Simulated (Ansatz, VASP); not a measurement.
**C: VASP beside Ansatz**

```
C
1.0
     2.46488    0.00000    0.00000
    -1.23244    2.13465    0.00000
     0.00000    0.00000   20.60609
C
12
Direct
  0.63624 0.30291 0.95199
  0.66667 0.33333 0.45201
  0.66667 0.33333 0.77932
  0.66667 0.33333 0.27934
  0.00000 0.00000 0.61567
  0.33333 0.66667 0.27932
  0.00000 0.00000 0.11567
  0.66667 0.33333 0.61567
  0.33333 0.66667 0.77934
  0.33333 0.66667 0.11567
  0.33333 0.66667 0.45199
  0.33333 0.66667 0.95201
```

Alike in both runs: task single point; functional PBE; dispersion D3(BJ); k mesh 18 × 18 × 2; occupations gaussian, width 0.15 eV; no spin polarisation.

|  | VASP | Ansatz |
| --- | --- | --- |
| version | VASP 6.6.1 | Ansatz 0.2.0 |
| potentials or method | VASP PAW PBE potentials, release 64 (C), cutoff 520 eV | scalar-relativistic, plane waves, PAW |
| valence electrons in the cell | 48 | 48 |

```tsv
	VASP	Ansatz	Ansatz less VASP
gap on the k mesh at the Fermi level (eV)	none	none	-
pressure (GPa)	0.8	0.4	-0.43
traceless stress, the component that is largest in VASP (GPa)	1.69	1.42	-0.271
rms of the force components (eV/Å)	0.959	0.958	-0.0008
```

Atom by atom the forces differ by 0.001 eV/Å (rms over components). A gap of «none» marks a metal or a gap that the smearing closes.
